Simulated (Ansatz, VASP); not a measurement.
# Bi in VASP and in Ansatz

The input INCAR:

```
ALGO     = Normal         # electronic algorithm
EDIFF    = 1E-6           # SCF threshold, eV
ENCUT    = 520            # plane-wave cutoff, eV
GGA      = RE             # functional
ISIF     = 2              # what is computed and relaxed
ISMEAR   = -1             # smearing method
LASPH    = True           # aspherical terms in the spheres
LCHARG   = True           # write CHGCAR
LELF     = True           # ELF
LREAL    = False          # projectors in reciprocal space
LVHAR    = True         
LWAVE    = False          # write WAVECAR
NBANDS   = 14             # bands
NELM     = 80             # most SCF steps
PREC     = Accurate       # precision mode
SIGMA    = 0.1            # smearing width, eV
```

KPOINTS

```
k-points
0
Gamma
  11 11 11
```

The input POSCAR:

```
Bi
1.0
    3.3006219988      0.0000000000      0.0000000000
    0.0000000000      3.3006219988      0.0000000000
    0.0000000000      0.0000000000      3.3006219988
Bi
1
Direct
    0.0000000000      0.0000000000      0.0000000000
```

Input for Ansatz:

```yaml
crystal:
  lattice:
    - [3.3006219988, 0.0, 0.0]
    - [0.0, 3.3006219988, 0.0]
    - [0.0, 0.0, 3.3006219988]
  atoms:
    - { symbol: Bi, position: [0.0, 0.0, 0.0] }
hamiltonian:
  xc: revpbe
  pseudopotentials:
    kind: paw
    azcp:
      Bi: "pseudopotentials/Bi.paw.azcp"
basis:
  ecutwfc: 420
  fft_grid_basis: typed
kpoints:
  mp_grid: { grid: [11, 11, 11], shift: [0, 0, 0] }
magnetization:
  spin_polarized: false
scf:
  occupations: { method: fermi_dirac, width: 0.1 }
  lower_state_search: "off"
output:
  stress: true
  write_density: true
  write_potential: true
  elf: true
  volumetric_format: npy
```

Alike in both runs: task single point; functional revPBE; k mesh 11 × 11 × 11; occupations fermi-dirac, width 0.1 eV; no spin polarisation.

```csv
,VASP,Ansatz
version,VASP 6.6.1,Ansatz 0.2.0
potentials or method,"VASP PAW PBE potentials, release 64 (Bi_d), cutoff 520 eV","plane waves (420 eV) with PAW, scalar-relativistic"
valence electrons in the cell,15,15
```

|  | VASP | Ansatz | Ansatz less VASP |
| --- | --- | --- | --- |
| pressure (GPa) | 0.0 | 0.0 | 0.00 |

VASP's potentials were made for PBE, not for revPBE. The functional is the same, so the differences come from potentials, cutoffs and numerics.

Spin-orbit coupling is off throughout.
